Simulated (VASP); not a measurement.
Ti: single point with PBE

The system is Ti, a slab with vacuum.

```
Ti
1.0
     2.93995    0.00000    0.00000
    -1.46997    2.54607    0.00000
     0.00000    0.00000   20.64790
Ti
3
Direct
  0.00000 0.00000 0.39257
  0.33333 0.66667 0.50000
  0.00000 0.00000 0.60743
```

```yaml
Program: VASP 6.6.1
Task: single point
Functional: PBE
Potentials_or_basis: VASP PAW PBE potentials, release 64 (Ti_sv)
Cutoff: 520 eV
k_mesh: 13 × 13 × 1
Occupations: fermi-dirac, width 0.05 eV
Spin: no spin polarisation
Dipole_correction: yes
Electric_field_eV/Å: -0.1 eV/Å
Further_INCAR_settings: ALGO = Normal; EDIFF = 1e-06; NBANDS = 25; EFIELD = -0.1
```

```
Largest force          : 0.007 eV/Å
Band gap on the k mesh : zero (bands 18 and 19 overlap by 1.07 eV)
```

Forces on the atoms (eV/Å):
```
Ti   0.000  0.000  0.007
Ti   0.000  0.000 -0.002
Ti   0.000  0.000 -0.005
```

Levels at points of the mesh, in eV from the Fermi level:
| k point | band 16 | band 17 | band 18 | band 19 | band 20 | band 21 |
| --- | --- | --- | --- | --- | --- | --- |
| (0.00, 0.00, 0.00) | -0.10 | -0.03 | 0.70 | 0.70 | 0.74 | 0.74 |

Run time: 2.4 min on 1 thread of Intel(R) Xeon(R) Platinum 8488C (Sapphire Rapids), on a shared host, peak memory 0.29 GiB.
